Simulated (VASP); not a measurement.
# Lu (Fm-3m) in VASP: single point with LDA

Aim: the single point of Lu with LDA.

All numbers are computed with VASP 6.6.1; they aren't measurements. Logs are shortened: lines on timing, memory, paths and dates and some standing lists are left out, and cuts for length are marked.

**1. The cell of the first run**

Symmetry: Fm-3m, No. 225, cubic system. The conventional cell has a = 5.676 Å, b = 5.676 Å, c = 5.676 Å, α = 90.00°, β = 90.00°, γ = 90.00°. Within 5.3 Å of Lu (site symmetry m-3m) lie 12 Lu at 4.01 Å.

**2. Single point, LDA**

INCAR

```
SYSTEM = Lu
  PREC = Accurate
  ENCUT = 520
  EDIFF = 1E-6
  ISMEAR = 1
  SIGMA = 0.05
  LREAL = .False.
  LASPH = .True.
  NELM = 100
  ALGO = Normal
  ISIF = 2
  LWAVE = .False.
  LCHARG = .True.
  GGA = CA
  LELF = .True.
  LVHAR = .True.
  NBANDS = 18
```

KPOINTS

```
Automatic mesh
0
Gamma
  7 7 7
  0 0 0
```

POSCAR

```
Lu
1.0
    0.0000000000      2.8381910000      2.8381910000
    2.8381910000      0.0000000000      2.8381910000
    2.8381910000      2.8381910000      0.0000000000
Lu
1
Direct
    0.5000000000      0.5000000000      0.5000000000
```

Potentials or basis: VASP PAW PBE potentials, release 64 (Lu).

The run is started by

```console
cat potpaw_PBE.64/Lu/POTCAR > POTCAR
mpirun -np 1 vasp_std > vasp.out
```

OUTCAR:

```text
SYSTEM = Lu
   PREC = Accurate
   ENCUT = 520
   EDIFF = 1E-6
   ISMEAR = 1
   LREAL = .False.
   LASPH = .True.
   NELM = 100
   ISIF = 2
   GGA = CA

 ion  position               nearest neighbor table
   1  0.500  0.500  0.500-

  LATTYP: Found a face centered cubic cell.
 ALAT       =     5.6763820000

  Lattice vectors:

 A1 = (   0.0000000000,   2.8381910000,   2.8381910000)
 A2 = (   2.8381910000,   0.0000000000,   2.8381910000)
 A3 = (   2.8381910000,   2.8381910000,   0.0000000000)

Analysis of symmetry for initial positions (statically):
=====================================================================
 Subroutine PRICEL returns:
 Original cell was already a primitive cell.

 Routine SETGRP: Setting up the symmetry group for a
 face centered cubic supercell.

 Subroutine GETGRP returns: Found 48 space group operations
 (whereof 48 operations were pure point group operations)
 out of a pool of 48 trial point group operations.

The static configuration has the point symmetry O_h .

Analysis of symmetry for dynamics (positions and initial velocities):
=====================================================================
 Subroutine PRICEL returns:
 Original cell was already a primitive cell.

 Routine SETGRP: Setting up the symmetry group for a
 face centered cubic supercell.

 Subroutine GETGRP returns: Found 48 space group operations
 (whereof 48 operations were pure point group operations)
 out of a pool of 48 trial point group operations.

The dynamic configuration has the point symmetry O_h .

 Subroutine INISYM returns: Found 48 space group operations
 (whereof 48 operations are pure point group operations),
 and found     1 'primitive' translations

----------------------------------------------------------------------------------------

                                     Primitive cell

  volume of cell :      45.7251

  direct lattice vectors                    reciprocal lattice vectors
     0.000000000  2.838191000  2.838191000    -0.176168552  0.176168552  0.176168552
     2.838191000  0.000000000  2.838191000     0.176168552 -0.176168552  0.176168552
     2.838191000  2.838191000  0.000000000     0.176168552  0.176168552 -0.176168552

  length of vectors
     4.013808205  4.013808205  4.013808205     0.305132884  0.305132884  0.305132884

  position of ions in fractional coordinates (direct lattice)
     0.500000000  0.500000000  0.500000000

  ion indices of the primitive-cell ions
   primitive index   ion index
                 1           1

----------------------------------------------------------------------------------------

 KPOINTS: Automatic mesh

Automatic generation of k-mesh.
 Grid dimensions read from file:
 generate k-points for:    7    7    7

 Generating k-lattice:

  Cartesian coordinates                     Fractional coordinates (reciprocal lattice)
    -0.025166936  0.025166936  0.025166936     0.142857143  0.000000000  0.000000000
     0.025166936 -0.025166936  0.025166936     0.000000000  0.142857143  0.000000000
     0.025166936  0.025166936 -0.025166936     0.000000000  0.000000000  0.142857143

  Length of vectors
     0.043590412  0.043590412  0.043590412

  Shift w.r.t. Gamma in fractional coordinates (k-lattice)
     0.000000000  0.000000000  0.000000000

 Subroutine IBZKPT returns following result:
 ===========================================

 Found     20 irreducible k-points:

 Following reciprocal coordinates:
            Coordinates               Weight
  0.000000  0.000000  0.000000      1.000000
  0.142857  0.000000  0.000000      8.000000
  0.285714  0.000000  0.000000      8.000000
  0.428571  0.000000  0.000000      8.000000
  0.142857  0.142857  0.000000      6.000000
  0.285714  0.142857  0.000000     24.000000
[... 12 lines left out ...]
 -0.428571  0.428571  0.142857     24.000000
 -0.285714  0.428571  0.142857     24.000000
   k-points           NKPTS =     20   k-points in BZ     NKDIM =     20   number of bands    NBANDS=     18
   number of dos      NEDOS =    301   number of ions     NIONS =      1
   total plane-waves  NPLWV =  27000
   dimension x,y,z NGX =    30 NGY =   30 NGZ =   30
   dimension x,y,z NGXF=    60 NGYF=   60 NGZF=   60
   ions per type =               1
   NGX,Y,Z   is equivalent  to a cutoff of  12.43, 12.43, 12.43 a.u.
   NGXF,Y,Z  is equivalent  to a cutoff of  24.85, 24.85, 24.85 a.u.
 SYSTEM =  Lu
   PREC   = accura    normal or accurate (medium, high low for compatibility)
   ISTART =      0    job   : 0-new  1-cont  2-samecut
   ICHARG =      2    charge: 1-file 2-atom 10-const
   ISPIN  =      1    spin polarized calculation?
   LNONCOLLINEAR =      F non collinear calculations
   LSORBIT =      F    spin-orbit coupling
   LASPH  =      T    aspherical Exc in radial PAW
   ENCUT  =  520.0 eV  38.22 Ry    6.18 a.u.   7.46  7.46  7.46*2*pi/ulx,y,z
   NELM   =    100;   NELMIN=  2; NELMDL= -5     # of ELM steps
   EDIFF  = 0.1E-05   stopping-criterion for ELM
   LREAL  =      F    real-space projection
   EDIFFG = 0.1E-04   stopping-criterion for IOM
   NSW    =      0    number of steps for IOM
   IBRION =     -1    ionic relax: 0-MD 1-quasi-New 2-CG
   NFREE  =      0    steps in history (QN), initial steepest desc. (CG)
   ISIF   =      2    stress and relaxation
   ISYM   =      2    0-nonsym 1-usesym 2-fastsym
   POTIM  = 0.5000    time-step for ionic-motion
   TEBEG  =    0.0;   TEEND  =   0.0 temperature during run
   PSTRESS=    0.0 pullay stress
   NELECT =      25.0000    total number of electrons
   NUPDOWN=      -1.0000    fix difference up-down
   EMIN   =  10.00;   EMAX   =-10.00  energy-range for DOS
   EFERMI =   0.00;   METHOD = LEGACY
   ISMEAR =     1;   SIGMA  =   0.05  broadening in eV -4-tet -1-fermi 0-gaus
   EFERMI_NEDOS =   21; number of points for ismear=-14 and -15
   IALGO  =     38    algorithm
   IMIX   =      4    mixing-type and parameters
     AMIX     =   0.40;   BMIX     =  1.00
     AMIX_MAG =   1.60;   BMIX_MAG =  1.00
  volume/ion in A,a.u.               =      45.73       308.57
  Fermi-wavevector in a.u.,A,eV,Ry     =   1.338659  2.529698 24.381739  1.792007
  Thomas-Fermi vector in A             =   2.467112
   LORBIT       =      0    0 simple, 1 ext, 2 COOP (PROOUT), +10 PAW based schemes
   GGA     = CA    functional components
   LHFCALC =     F    Hartree Fock is set to
   AEXX    =    0.0000 exact exchange contribution
   IVDW    =     0    specifies the selected vdW correction
   LEPSILON=     F    determine dielectric tensor
   LRPA    =     F    only Hartree local field effects (RPA)
 non-spin polarized calculation
 Methfessel and Paxton  Order N= 1 SIGMA  =   0.05
  energy-cutoff  :      520.00
  volume of cell :       45.73
 maximum number of plane-waves:      1248
 NGX is ok and might be reduce to    30
   NGX = 15   NGY = 15   NGZ = 15

 number of electron      25.0000006 magnetization

 Free energy of the ion-electron system (eV)
  ---------------------------------------------------
  ext. energy  EPLUGINS =         0.00000000
  ---------------------------------------------------
  free energy    TOTEN  =        -4.11016945 eV

  energy without entropy =       -4.11141581  energy(sigma->0) =       -4.11058490

 E-fermi :   0.4421     XC(G=0):  -8.9772

 val. band max:        0.4123091780   @ k =   0.4286   0.0000   0.0000
 cond. band min:       0.4776227110   @ k =   0.4286   0.2857   0.0000
 fundamental gap:      0.0653135330
 Fermi energy:         0.4421130702

 k-point     1 :       0.0000    0.0000    0.0000
  band No.  band energies     occupation
      1     -56.7335      2.00000
      2     -27.4522      2.00000
      3     -27.4522      2.00000
      4     -27.4522      2.00000
      5      -5.6822      2.00000
      6      -5.6723      2.00000
[... 10 lines left out ...]
     17       3.3049      0.00000
     18       9.0893      0.00000

 k-point     2 :       0.1429    0.0000    0.0000
  band No.  band energies     occupation
      1     -56.7329      2.00000
      2     -27.4696      2.00000
      3     -27.4548      2.00000
      4     -27.4548      2.00000
      5      -5.6792      2.00000
      6      -5.6728      2.00000
[... 10 lines left out ...]
     17       3.2083      0.00000
     18       9.2241      0.00000

 k-point     3 :       0.2857    0.0000    0.0000
  band No.  band energies     occupation
      1     -56.7316      2.00000
      2     -27.5086      2.00000
      3     -27.4607      2.00000
      4     -27.4607      2.00000
      5      -5.6782      2.00000
      6      -5.6678      2.00000
[... 10 lines left out ...]
     17       3.4724      0.00000
     18       6.8432      0.00000

 k-point     4 :       0.4286    0.0000    0.0000
  band No.  band energies     occupation
      1     -56.7306      2.00000
      2     -27.5395      2.00000
      3     -27.4654      2.00000
      4     -27.4654      2.00000
      5      -5.6800      2.00000
      6      -5.6729      2.00000
[... 10 lines left out ...]
     17       4.1310      0.00000
     18       4.9663      0.00000

 k-point     5 :       0.1429    0.1429    0.0000
  band No.  band energies     occupation
      1     -56.7327      2.00000
      2     -27.4691      2.00000
      3     -27.4588      2.00000
      4     -27.4588      2.00000
      5      -5.6777      2.00000
      6      -5.6714      2.00000
[... 10 lines left out ...]
     17       3.4638      0.00000
     18      10.0103      0.00000

 k-point     6 :       0.2857    0.1429    0.0000
  band No.  band energies     occupation
      1     -56.7317      2.00000
      2     -27.4979      2.00000
      3     -27.4656      2.00000
      4     -27.4645      2.00000
      5      -5.6744      2.00000
      6      -5.6697      2.00000
[... 10 lines left out ...]
     17       3.7144      0.00000
     18       7.7193      0.00000

 k-point     7 :       0.4286    0.1429    0.0000
  band No.  band energies     occupation
      1     -56.7306      2.00000
      2     -27.5289      2.00000
      3     -27.4728      2.00000
      4     -27.4700      2.00000
      5      -5.6762      2.00000
      6      -5.6719      2.00000
[... 10 lines left out ...]
     17       4.2290      0.00000
     18       5.2490      0.00000

 k-point     8 :      -0.4286    0.1429    0.0000
  band No.  band energies     occupation
      1     -56.7303      2.00000
      2     -27.5379      2.00000
      3     -27.4785      2.00000
      4     -27.4687      2.00000
      5      -5.6770      2.00000
      6      -5.6745      2.00000
[... 10 lines left out ...]
     17       4.2369      0.00000
     18       4.7485      0.00000
[... 145 lines left out ...]
     17       4.1993      0.00000
     18       5.1773      0.00000

 k-point    16 :      -0.4286    0.4286    0.0000
  band No.  band energies     occupation
      1     -56.7295      2.00000
      2     -27.5345      2.00000
      3     -27.4948      2.00000
      4     -27.4850      2.00000
      5      -5.6727      2.00000
      6      -5.6704      2.00000
[... 10 lines left out ...]
     17       4.3897      0.00000
     18       4.9179      0.00000

 k-point    17 :       0.4286    0.2857    0.1429
  band No.  band energies     occupation
      1     -56.7308      2.00000
      2     -27.5144      2.00000
      3     -27.4824      2.00000
      4     -27.4688      2.00000
      5      -5.6722      2.00000
      6      -5.6685      2.00000
[... 10 lines left out ...]
     17       4.2726      0.00000
     18       6.2875      0.00000

 k-point    18 :      -0.4286    0.2857    0.1429
  band No.  band energies     occupation
      1     -56.7300      2.00000
      2     -27.5268      2.00000
      3     -27.4938      2.00000
      4     -27.4750      2.00000
      5      -5.6745      2.00000
      6      -5.6710      2.00000
[... 10 lines left out ...]
     17       4.2609      0.00000
     18       5.1514      0.00000

 k-point    19 :      -0.4286    0.4286    0.1429
  band No.  band energies     occupation
      1     -56.7297      2.00000
      2     -27.5283      2.00000
      3     -27.4954      2.00000
      4     -27.4849      2.00000
      5      -5.6729      2.00000
      6      -5.6683      2.00000
[... 10 lines left out ...]
     17       4.3260      0.00000
     18       5.0830      0.00000

 k-point    20 :      -0.2857    0.4286    0.1429
  band No.  band energies     occupation
      1     -56.7296      2.00000
      2     -27.5171      2.00000
      3     -27.5115      2.00000
      4     -27.4834      2.00000
      5      -5.6732      2.00000
      6      -5.6707      2.00000
[... 10 lines left out ...]
     17       4.2326      0.00000
     18       5.7755      0.00000

------------------------ aborting loop because EDIFF is reached ----------------------------------------

  FORCE on cell =-STRESS in cart. coord.  units (eV):
  Direction    XX          YY          ZZ          XY          YZ          ZX
  --------------------------------------------------------------------------------------
  -------------------------------------------------------------------------------------
  Total       -3.1604053     -3.1604053     -3.1604053      0.0000000      0.0000000      0.0000000
  in kB     -110.7384683   -110.7384683   -110.7384683      0.0000000      0.0000000      0.0000000
  external PRESSURE =    -110.7384683 kB  Pullay stress =       0.0000000 kB

 VOLUME and BASIS-vectors are now :
 -----------------------------------------------------------------------------
  energy-cutoff  :      520.00
  volume of cell :       45.73
      direct lattice vectors                 reciprocal lattice vectors
     0.000000000  2.838191000  2.838191000    -0.176168552  0.176168552  0.176168552
     2.838191000  0.000000000  2.838191000     0.176168552 -0.176168552  0.176168552
     2.838191000  2.838191000  0.000000000     0.176168552  0.176168552 -0.176168552

 POSITION                                       TOTAL-FORCE (eV/Angst)
 -----------------------------------------------------------------------------------
      2.83819      2.83819      2.83819         0.000000      0.000000      0.000000
 -----------------------------------------------------------------------------------
    total drift:                                0.000000     -0.000000      0.000000

  FREE ENERGIE OF THE ION-ELECTRON SYSTEM (eV)
  ---------------------------------------------------
  free  energy   TOTEN  =        -4.1101694491 eV

  energy  without entropy=       -4.1114158103  energy(sigma->0) =       -4.11058490
```

Run time: 25 s. Hardware: 1 thread of Intel Xeon 8259CL, shared host; peak memory 0.16 GiB.

Results:

* Free energy: -4.1102 eV
* Pressure: -11.1 GPa

Levels at points of the mesh, in eV from the Fermi level:
```
           k point  band 10  band 11  band 12  band 13  band 14  band 15
(0.00, 0.00, 0.00)    -6.09    -6.09    -4.85     1.56     1.56     1.56
```

Caveat: the PAW data sets were made with another functional, which shifts forces and pressure a little; spin-orbit coupling is left out, which moves the levels of the heavy elements.
